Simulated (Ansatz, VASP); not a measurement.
# One calculation of SiC, two programs

File INCAR:

```
SYSTEM = SiC
  PREC = Accurate
  ENCUT = 520
  EDIFF = 1E-7
  ISMEAR = 0
  SIGMA = 0.02
  LREAL = .FALSE.
  LASPH = .TRUE.
  NELM = 120
  ALGO = Normal
  ISIF = 2
  LWAVE = .FALSE.
  LCHARG = .FALSE.
  GGA = CA
  IBRION = 2
  NSW = 60
  EDIFFG = -0.002
  GGA_COMPAT = .FALSE.
  NELMIN = 4
```

KPOINTS

```
Automatic mesh
0
G
  10 10 10
  0 0 0
```

POSCAR

```
SiC
1.0
   -0.0173162677      2.1688625294      2.1861787971
    2.1688625294     -0.0173162677      2.1861787971
    2.1515462617      2.1515462617      0.0000000000
Si C
1 1
Direct
    0.0000000000      0.0000000000      0.0000000000
    0.2500000000      0.2500000000      0.2500000000
```

Input for Ansatz:

```yaml
crystal:
  lattice:
    - [-0.0173162677, 2.1688625294, 2.1861787971]
    - [2.1688625294, -0.0173162677, 2.1861787971]
    - [2.1515462617, 2.1515462617, 0.0]
  atoms:
    - { symbol: Si, position: [0.0, 0.0, 0.0] }
    - { symbol: C, position: [0.25, 0.25, 0.25] }
basis:
  ecutwfc: 420
kpoints:
  mp_grid: { grid: [10, 10, 10] }
hamiltonian:
  xc: lda
  pseudopotentials: { kind: paw, azcp: { folder: soft_1 } }
scf:
  occupations: { method: gaussian, width: 0.02 }
output:
  forces: true
  stress: true
  eigenvalues: true
relax:
  adjacent_minimum: "off"
  f_tol: 0.002
  max_steps: 40
```

Change from the starting cell: strained cell.

Alike in both runs: task relaxation of the atoms; functional LDA; k mesh 10 × 10 × 10; occupations gaussian, width 0.02 eV; no spin polarisation.

|  | VASP | Ansatz |
| --- | --- | --- |
| version | VASP 6.6.1 | Ansatz 0.2.0 |
| potentials or method | VASP PAW LDA potentials, release 64 (Si, C), cutoff 520 eV | scalar-relativistic, plane waves, PAW |
| valence electrons in the cell | 8 | 8 |

```tsv
	VASP	Ansatz	Ansatz less VASP
gap on the k mesh at the Fermi level, each at its own relaxed structure (eV)	1.17	1.19	+0.014
```

Ansatz warns that its potentials were made for another functional, while VASP's fit it. LDA's correlation is that of Perdew and Zunger in VASP and of Perdew and Wang (1992) in Ansatz. Ansatz's warnings: stress scf threshold loose.
